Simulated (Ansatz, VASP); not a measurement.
## FeCo4: VASP beside Ansatz

```
Fe Co
1.0
     2.48392    0.00000    0.00000
    -1.24196    2.15114    0.00000
     0.00000    0.00000   20.39439
Fe Co
2 8
Direct
  0.33333 0.66667 0.74997
  0.66667 0.33333 0.24909
  0.33333 0.66667 0.95373
  0.33333 0.66667 0.15298
  0.33333 0.66667 0.34910
  0.33333 0.66667 0.54707
  0.66667 0.33333 0.85391
  0.66667 0.33333 0.05196
  0.66667 0.33333 0.44660
  0.66667 0.33333 0.64559
```

Alike in both runs: functional PBE; k mesh 6 × 6 × 1; occupations gaussian, width 0.1 eV; collinear spin.

Ansatz relaxed the structure, and its values are those at the end. VASP's run is a single point on that final structure, the one shown.

```csv
,VASP,Ansatz
version,VASP 6.6.1,Ansatz 0.2.0
potentials or method,"VASP PAW PBE potentials, release 64 (Fe, Co), cutoff 520 eV","scalar-relativistic, plane waves, PAW"
valence electrons in the cell,88,168
```

|  | VASP | Ansatz | Ansatz less VASP |
| --- | --- | --- | --- |
| gap on the k mesh at the Fermi level (eV) | none | none | - |
| pressure (GPa) | -2.2 | 0.1 | +2.26 |
| rms of the force components (eV/Å) | 0.115 | 0.001 | -0.1141 |
| net moment per atom (μB) | 0.77 | 1.08 | +0.311 |
| size of the moment on the site where the two differ most (μB) | 0.74 | 1.74 | +0.995 |

The net moments are unlike, so the other rows may belong to different states. Site moments also hang on the region over which each program counts them. A gap of «none» marks a metal or a gap that the smearing closes. VASP's potentials hold 88 valence electrons a cell and Ansatz's 168, so a difference there can come from the potentials and not from the codes. Ansatz's warnings: seeded moment not kept.

The k mesh is coarse, so the values compare programs but aren't converged.
